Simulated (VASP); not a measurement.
# MgO (Fm-3m) in VASP: single point with LDA

Aim: the single point of MgO with LDA.

Program: VASP 6.6.1. These are calculated values, not measurements. Logs are shortened: lines on timing, memory, paths and dates and some standing lists are left out, and cuts for length are marked.

### Step 1. The cell of the first run

Symmetry: Fm-3m, No. 225, cubic system. Conventional cell: a = 4.217 Å, b = 4.217 Å, c = 4.217 Å, α = 90.00°, β = 90.00°, γ = 90.00°. Within 2.8 Å of Mg (site symmetry m-3m) lie 6 O at 2.11 Å. Within 2.8 Å of O (site symmetry m-3m) lie 6 Mg at 2.11 Å.

### Step 2. Single point, LDA

File INCAR:

```
  PREC = Accurate
  ENCUT = 600
  EDIFF = 1E-6
  ISMEAR = 0
  SIGMA = 0.01
  LREAL = F
  LASPH = T
  NELM = 120
  ALGO = Normal
  ISIF = 2
  LWAVE = F
  LCHARG = T
  LELF = T
  LVHAR = T
  NBANDS = 11
  GGA_COMPAT = F
```

File KPOINTS:

```
Automatic mesh
0
Gamma
  10 10 10
```

File POSCAR:

```
MgO
1.0
    0.0000000000      2.1085000000      2.1085000000
    2.1085000000      0.0000000000      2.1085000000
    2.1085000000      2.1085000000      0.0000000000
Mg O
1 1
Direct
    0.0000000000      0.0000000000      0.0000000000
    0.5000000000      0.5000000000      0.5000000000
```

Potentials or basis: VASP PAW LDA potentials, release 64 (Mg, O).

Launch:

```console
$ cat potpaw_LDA.64/Mg/POTCAR potpaw_LDA.64/O/POTCAR > POTCAR
$ mpirun -np 1 vasp_std > vasp.out
```

OUTCAR:

```text
PREC = Accurate
   ENCUT = 600
   EDIFF = 1E-6
   ISMEAR = 0
   LREAL = F
   LASPH = T
   NELM = 120
   ISIF = 2

 ion  position               nearest neighbor table
   1  0.000  0.000  0.000-   2 2.11   2 2.11   2 2.11   2 2.11   2 2.11   2 2.11
   2  0.500  0.500  0.500-   1 2.11   1 2.11   1 2.11   1 2.11   1 2.11   1 2.11

  LATTYP: Found a face centered cubic cell.
 ALAT       =     4.2170000000

  Lattice vectors:

 A1 = (   0.0000000000,   2.1085000000,   2.1085000000)
 A2 = (   2.1085000000,   0.0000000000,   2.1085000000)
 A3 = (   2.1085000000,   2.1085000000,   0.0000000000)

Analysis of symmetry for initial positions (statically):
=====================================================================
 Subroutine PRICEL returns:
 Original cell was already a primitive cell.

 Routine SETGRP: Setting up the symmetry group for a
 face centered cubic supercell.

 Subroutine GETGRP returns: Found 48 space group operations
 (whereof 48 operations were pure point group operations)
 out of a pool of 48 trial point group operations.

The static configuration has the point symmetry O_h .

Analysis of symmetry for dynamics (positions and initial velocities):
=====================================================================
 Subroutine PRICEL returns:
 Original cell was already a primitive cell.

 Routine SETGRP: Setting up the symmetry group for a
 face centered cubic supercell.

 Subroutine GETGRP returns: Found 48 space group operations
 (whereof 48 operations were pure point group operations)
 out of a pool of 48 trial point group operations.

The dynamic configuration has the point symmetry O_h .

 Subroutine INISYM returns: Found 48 space group operations
 (whereof 48 operations are pure point group operations),
 and found     1 'primitive' translations

----------------------------------------------------------------------------------------

                                     Primitive cell

  volume of cell :      18.7478

  direct lattice vectors                    reciprocal lattice vectors
     0.000000000  2.108500000  2.108500000    -0.237135404  0.237135404  0.237135404
     2.108500000  0.000000000  2.108500000     0.237135404 -0.237135404  0.237135404
     2.108500000  2.108500000  0.000000000     0.237135404  0.237135404 -0.237135404

  length of vectors
     2.981869296  2.981869296  2.981869296     0.410730569  0.410730569  0.410730569

  position of ions in fractional coordinates (direct lattice)
     0.000000000  0.000000000  0.000000000
[... 87 lines left out ...]
   TEBEG  =    0.0;   TEEND  =   0.0 temperature during run
   PSTRESS=    0.0 pullay stress
   NELECT =       8.0000    total number of electrons
   NUPDOWN=      -1.0000    fix difference up-down
   EMIN   =  10.00;   EMAX   =-10.00  energy-range for DOS
   EFERMI =   0.00;   METHOD = LEGACY
   ISMEAR =     0;   SIGMA  =   0.01  broadening in eV -4-tet -1-fermi 0-gaus
   EFERMI_NEDOS =   21; number of points for ismear=-14 and -15
   IALGO  =     38    algorithm
   IMIX   =      4    mixing-type and parameters
     AMIX     =   0.40;   BMIX     =  1.00
     AMIX_MAG =   1.60;   BMIX_MAG =  1.00
  volume/ion in A,a.u.               =       9.37        63.26
  Fermi-wavevector in a.u.,A,eV,Ry     =   1.232503  2.329092 20.668107  1.519063
  Thomas-Fermi vector in A             =   2.367270
   LORBIT       =      0    0 simple, 1 ext, 2 COOP (PROOUT), +10 PAW based schemes
   GGA     = CA    functional components
   LHFCALC =     F    Hartree Fock is set to
   AEXX    =    0.0000 exact exchange contribution
   IVDW    =     0    specifies the selected vdW correction
   LEPSILON=     F    determine dielectric tensor
   LRPA    =     F    only Hartree local field effects (RPA)
 non-spin polarized calculation
 Gauss-broadening in eV      SIGMA  =   0.01
  energy-cutoff  :      600.00
  volume of cell :       18.75
 maximum number of plane-waves:       636
   NGX = 11   NGY = 11   NGZ = 11

 number of electron       8.0000005 magnetization

 Free energy of the ion-electron system (eV)
  ---------------------------------------------------
  ext. energy  EPLUGINS =         0.00000000
  ---------------------------------------------------
  free energy    TOTEN  =       -13.42485489 eV

  energy without entropy =      -13.42485489  energy(sigma->0) =      -13.42485489

 E-fermi :   2.9663     XC(G=0): -11.5747

 val. band max:        2.8516994679   @ k =   0.0000   0.0000   0.0000
 cond. band min:       7.4752340544   @ k =   0.0000   0.0000   0.0000
 fundamental gap:      4.6235345865
 Fermi energy:         2.9662746043

 k-point     1 :       0.0000    0.0000    0.0000
  band No.  band energies     occupation
      1     -14.1312      2.00000
      2       2.8517      2.00000
      3       2.8517      2.00000
      4       2.8517      2.00000
      5       7.4752      0.00000
      6      18.3602      0.00000
      7      18.3602      0.00000
      8      18.3602      0.00000
      9      22.3754      0.00000
     10      24.0145      0.00000
     11      24.0145      0.00000
[... 309 lines left out ...]
 k-point    24 :       0.4000    0.3000    0.0000
  band No.  band energies     occupation
      1     -12.8397      2.00000
      2      -0.7655      2.00000
      3       1.5274      2.00000
      4       1.7511      2.00000
      5      12.2095      0.00000
      6      12.8022      0.00000
      7      16.1393      0.00000
      8      20.6661      0.00000
      9      20.8763      0.00000
     10      27.3818      0.00000
     11      29.4739      0.00000

 [... further k-points ...]

------------------------ aborting loop because EDIFF is reached ----------------------------------------

  FORCE on cell =-STRESS in cart. coord.  units (eV):
  Direction    XX          YY          ZZ          XY          YZ          ZX
  --------------------------------------------------------------------------------------
  -------------------------------------------------------------------------------------
  Total       -0.9925316     -0.9925316     -0.9925316      0.0000000      0.0000000      0.0000000
  in kB      -84.8211444    -84.8211444    -84.8211444      0.0000000      0.0000000      0.0000000
  external PRESSURE =     -84.8211444 kB  Pullay stress =       0.0000000 kB

 VOLUME and BASIS-vectors are now :
 -----------------------------------------------------------------------------
  energy-cutoff  :      600.00
  volume of cell :       18.75
      direct lattice vectors                 reciprocal lattice vectors
     0.000000000  2.108500000  2.108500000    -0.237135404  0.237135404  0.237135404
     2.108500000  0.000000000  2.108500000     0.237135404 -0.237135404  0.237135404
     2.108500000  2.108500000  0.000000000     0.237135404  0.237135404 -0.237135404

 POSITION                                       TOTAL-FORCE (eV/Angst)
 -----------------------------------------------------------------------------------
      0.00000      0.00000      0.00000         0.000000      0.000000      0.000000
      2.10850      2.10850      2.10850        -0.000000     -0.000000     -0.000000
 -----------------------------------------------------------------------------------
    total drift:                               -0.000000     -0.000000      0.000000

  FREE ENERGIE OF THE ION-ELECTRON SYSTEM (eV)
  ---------------------------------------------------
  free  energy   TOTEN  =       -13.4248548884 eV

  energy  without entropy=      -13.4248548884  energy(sigma->0) =      -13.42485489
```

stdout:

```text
POSCAR found type information on POSCAR MgO
 POSCAR found :  2 types and       2 ions
 scaLAPACK will be used
 LDA part: xc-table for (Slater(with rela. corr.)+CA(PZ))
 , standard interpolation
 POSCAR, INCAR and KPOINTS ok, starting setup
 FFT: planning ... GRIDC
 FFT: planning ... GRID_SOFT
 FFT: planning ... GRID
 WAVECAR not read
 entering main loop
```

Run time: 8.3 s. Hardware: 1 thread of AMD EPYC 7R13 (Zen 3), shared host; peak memory 0.1 GiB.

What came out:

| Item | Value |
| --- | --- |
| Free energy | -13.4249 eV |
| Pressure | -8.5 GPa |
| Band gap on the k mesh | 4.62 eV |

Caveat: the cell stands under tension. Expect the measured gap to be larger: semilocal functionals such as LDA lack the derivative discontinuity.
